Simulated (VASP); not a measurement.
Set up this calculation in VASP 6.6.1, as the native input.

| Property | Result |
| --- | --- |
| Task | single point |
| Functional | r2SCAN |
| Potentials or basis | VASP PAW PBE potentials, release 64 (Pt, Cu) |
| Cutoff | 520 eV |
| k mesh | 8 × 8 × 8 |
| Occupations | fermi-dirac, width 0.013 eV |
| Spin | no spin polarisation |
| Dipole correction | no |
| Further INCAR settings | ALGO = Normal; EDIFF = 1e-06; NBANDS = 30 |

Crystal: Cu3Pt.

```xyz
4
Lattice="3.6831 0.0000 0.0000 0.0000 3.6831 0.0000 0.0000 0.0000 3.6831" Properties=species:S:1:pos:R:3 pbc="T T T"
Pt    0.0000    0.0000    0.0000
Cu    0.0000    1.8416    1.8416
Cu    1.8416    0.0000    1.8416
Cu    1.8416    1.8416    0.0000
```

These files were run (other wordings do the same):

POSCAR

```
Cu3Pt
1.0
    3.6831303555      0.0000000000      0.0000000000
    0.0000000000      3.6831303555      0.0000000000
    0.0000000000      0.0000000000      3.6831303555
Pt Cu
1 3
Direct
    0.0000000000      0.0000000000      0.0000000000
    0.0000000000      0.5000000000      0.5000000000
    0.5000000000      0.0000000000      0.5000000000
    0.5000000000      0.5000000000      0.0000000000
```

INCAR.step1

```
  ALGO = Normal
  EDIFF = 1E-4
  ENCUT = 520
  GGA = PE
  ISMEAR = -1
  LASPH = T
  LCHARG = F
  LREAL = F
  LWAVE = T
  NBANDS = 30
  NELM = 60
  PREC = Accurate
  SIGMA = 0.013
```

INCAR.step2

```
  ALGO = Normal
  EDIFF = 1E-6
  ENCUT = 520
  ISIF = 2
  ISMEAR = -1
  ISTART = 1
  LASPH = T
  LCHARG = F
  LMIXTAU = T
  LREAL = F
  LWAVE = F
  METAGGA = R2SCAN
  NBANDS = 30
  NELM = 60
  PREC = Accurate
  SIGMA = 0.013
```

KPOINTS

```
k-points
0
Gamma
  8 8 8
```

Potentials or basis: VASP PAW PBE potentials, release 64 (Pt, Cu).

Run with:

```sh
$ cat potpaw_PBE.64/Pt/POTCAR potpaw_PBE.64/Cu/POTCAR > POTCAR
$ cp INCAR.step1 INCAR
$ mpirun -np 1 vasp_std > vasp.out
$ cp INCAR.step2 INCAR
$ mpirun -np 1 vasp_std > vasp.out
```

Results of the run:

| Property | Result |
| --- | --- |
| Pressure | 0.8 GPa |

Caveat: the PAW data sets were made with another functional, which shifts forces and pressure a little.

Wall time 88 s on 1 thread of Intel(R) Xeon(R) Platinum 8559C (Emerald Rapids), on a shared host, peak memory 0.19 GiB.
